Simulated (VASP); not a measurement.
Runs of VASP 6.6.1 on AgCl. The structure is that of space group Pm-3m (No. 221), or close to it. The cells are those of the table. 

```tsv
level	cell	k mesh	cutoff (eV)	smearing	gap on the mesh (eV)	pressure (GPa)
revPBE	a = 3.434 Å, 2 atoms	8 × 8 × 8	500	gaussian 0.2 eV	0.69	2.1
PBE+D4	a = 3.434 Å, 2 atoms	4 × 4 × 4	500	tetrahedron	0.56	-2.5
revPBE+D3(BJ)	a = 3.434 Å, 2 atoms	8 × 8 × 8	500	gaussian 0.01 eV	0.69	-3.0
PBE	a = 3.566 Å, 2 atoms	4 × 4 × 4	500	gaussian 0.1 eV	0.56	(b)
r2SCAN	a = 3.353 Å, 2 atoms	4 × 4 × 4	550	gaussian 0.1 eV	(a)	2.5
```

Alike in all rows: task single point; potentials or basis VASP PAW PBE potentials, release 64 (Ag, Cl); no spin polarisation.

**Question.** Fill in the values left out.

**Answer.** (a) 1.21; (b) -3.9.

Caveats: some runs use coarse meshes; the PAW data sets were made with another functional, which shifts forces and pressure a little (some runs); three body term missing (some runs).

A k mesh can miss the band edges, and the runs leave out spin-orbit coupling on Ag.
